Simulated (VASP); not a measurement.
BaTe, 4 atoms in the cell. Symmetry: P6_3/mmc, No. 194, hexagonal system. Conventional cell: a = 4.777 Å, b = 4.777 Å, c = 8.505 Å, α = 90.00°, β = 90.00°, γ = 120.00°. Within 4.6 Å of Ba (site symmetry -6m2) lie 6 Te at 3.48 Å. Te (site symmetry -3m) has 6 Ba at 3.48 Å and 2 Te at 4.25 Å within 4.6 Å.  This cell differs from its parent crystal: volume scaled by 0.960.

| Quantity | Value |
| --- | --- |
| Program | VASP 6.6.1 |
| Task | single point |
| Functional | PBE |
| Potentials or basis | VASP PAW PBE potentials, release 64 (Ba_sv, Te) |
| Cutoff | 520 eV |
| k mesh | 8 × 8 × 6 |
| Occupations | gaussian, width 0.05 eV |
| Spin | no spin polarisation |
| Dipole correction | no |
| Further INCAR settings | ALGO = Normal; EDIFF = 1e-06; NBANDS = 24 |

Potentials or basis: VASP PAW PBE potentials, release 64 (Ba_sv, Te).

Launch:

```bash
$ cat potpaw_PBE.64/Ba_sv/POTCAR potpaw_PBE.64/Te/POTCAR > POTCAR
$ mpirun -np 1 vasp_std > vasp.out
```

Hardware: 1 thread of Intel(R) Xeon(R) Platinum 8488C (Sapphire Rapids) (shared host).

Task: Estimate the wall time of this run.

Result: Run time: 110 s on 1 thread of Intel(R) Xeon(R) Platinum 8488C (Sapphire Rapids), with other jobs on the host, peak memory 0.36 GiB. Counts: scf iterations 15, k points 40.
